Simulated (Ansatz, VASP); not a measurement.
## Ti: VASP beside Ansatz

The input POSCAR:

```
Ti
1.0
   -1.5753600000      1.5753600000      1.7722800000
    1.5753600000     -1.5753600000      1.7722800000
    1.5753600000      1.5753600000     -1.7722800000
Ti
1
Direct
    0.0000000000      0.0000000000      0.0000000000
```

File INCAR.step1:

```
SYSTEM = Ti
PREC = Accurate ; ENCUT = 520
ISMEAR = 0 ; SIGMA = 0.15
LREAL = .False. ; LASPH = .True.
NELM = 80 ; NBANDS = 12
GGA = PE ; ALGO = Normal
EDIFF = 1E-4 ; LWAVE = .True.
LCHARG = .False.
```

INCAR.step2

```
SYSTEM = Ti
PREC = Accurate ; ENCUT = 520
EDIFF = 1E-6 ; ISMEAR = 0
SIGMA = 0.15 ; LREAL = .False.
LASPH = .True. ; NELM = 80
ALGO = Normal ; ISIF = 2
LWAVE = .False. ; LCHARG = .False.
METAGGA = R2SCAN ; LMIXTAU = .True.
NBANDS = 12 ; ISTART = 1
```

Contents of KPOINTS:

```
Automatic mesh
0
Gamma
  20 20 20
  0 0 0
```

Input for Ansatz:

```yaml
crystal:
  lattice:
    - [-1.57536, 1.57536, 1.77228]
    - [1.57536, -1.57536, 1.77228]
    - [1.57536, 1.57536, -1.77228]
  atoms:
    - { symbol: Ti, position: [0.0, 0.0, 0.0] }
basis:
  ecutwfc: 500
kpoints:
  mp_grid: { grid: [20, 20, 20] }
hamiltonian:
  xc: r2scan
scf:
  occupations: { method: gaussian, width: 0.15 }
output:
  forces: true
  stress: true
  eigenvalues: true
```

Change from the starting cell: strain -0.040 along x and y, +0.080 along z, atoms carried along.

Alike in both runs: task single point; functional r2SCAN; k mesh 20 × 20 × 20; occupations gaussian, width 0.15 eV; no spin polarisation.

```csv
,VASP,Ansatz
version,VASP 6.6.1,Ansatz 0.2.0
potentials or method,"VASP PAW PBE potentials, release 64 (Ti_sv), cutoff 520 eV","scalar-relativistic, plane waves, PAW"
valence electrons in the cell,12,12
```

|  | VASP | Ansatz | Ansatz less VASP |
| --- | --- | --- | --- |
| gap on the k mesh at the Fermi level (eV) | none | none | - |
| pressure (GPa) | -1.7 | -2.0 | -0.28 |
| traceless stress, the component that is largest in VASP (GPa) | 2.44 | 2.41 | -0.027 |

VASP's potentials were made for PBE, not for r2SCAN. A gap of «none» marks a metal or a gap that the smearing closes. The functional is the same, so the differences come from potentials, cutoffs and numerics.
